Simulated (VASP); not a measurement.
Set up this calculation in VASP 6.6.1, as the native input.

```yaml
Task: single point
Functional: PBE
Potentials_or_basis: VASP PAW PBE potentials, release 64 (Ta_pv, N)
Cutoff: 520 eV
k_mesh: 9 × 9 × 9
Occupations: fermi-dirac, width 0.05 eV
Spin: no spin polarisation
Dipole_correction: no
Further_INCAR_settings: ALGO = Normal; EDIFF = 1e-06; NBANDS = 15
```

The structure of TaN lies in POSCAR:

```
TaN
1.0
    0.0000000000      2.4911437700      2.4911437700
    2.4911437700      0.0000000000      2.4911437700
    2.4911437700      2.4911437700      0.0000000000
Ta N
1 1
Direct
    0.0029840000     -0.0003780000      0.0017680000
    0.2411450000      0.2403560000      0.2693490000
```

This cell differs from its parent crystal: atoms moved at random.

One way to write it, as run:

INCAR

```
  PREC = Accurate
  ENCUT = 520
  EDIFF = 1E-6
  ISMEAR = -1
  SIGMA = 0.05
  LREAL = False
  LASPH = True
  NELM = 60
  ALGO = Normal
  ISIF = 2
  LWAVE = False
  LCHARG = False
  GGA = PE
  NBANDS = 15
```

KPOINTS

```
regular mesh
0
Gamma
  9 9 9
```

Potentials or basis: VASP PAW PBE potentials, release 64 (Ta_pv, N).

Command:

```bash
$ cat potpaw_PBE.64/Ta_pv/POTCAR potpaw_PBE.64/N/POTCAR > POTCAR
$ mpirun -np 1 vasp_std > vasp.out
```

Results of the run:

```json
{
  "Pressure": "-25.0 GPa",
  "Largest force": "0.195 eV/Å",
  "Band gap on the k mesh": "zero (bands 8 and 9 overlap by 0.70 eV)"
}
```

Caveat: the cell differs from its parent crystal (atoms moved at random); the cell stands under tension; spin-orbit coupling is left out, which moves the levels of the heavy elements.

It took 91 s on 1 thread of Intel(R) Xeon(R) Platinum 8488C (Sapphire Rapids) (shared host), peak memory 0.3 GiB.
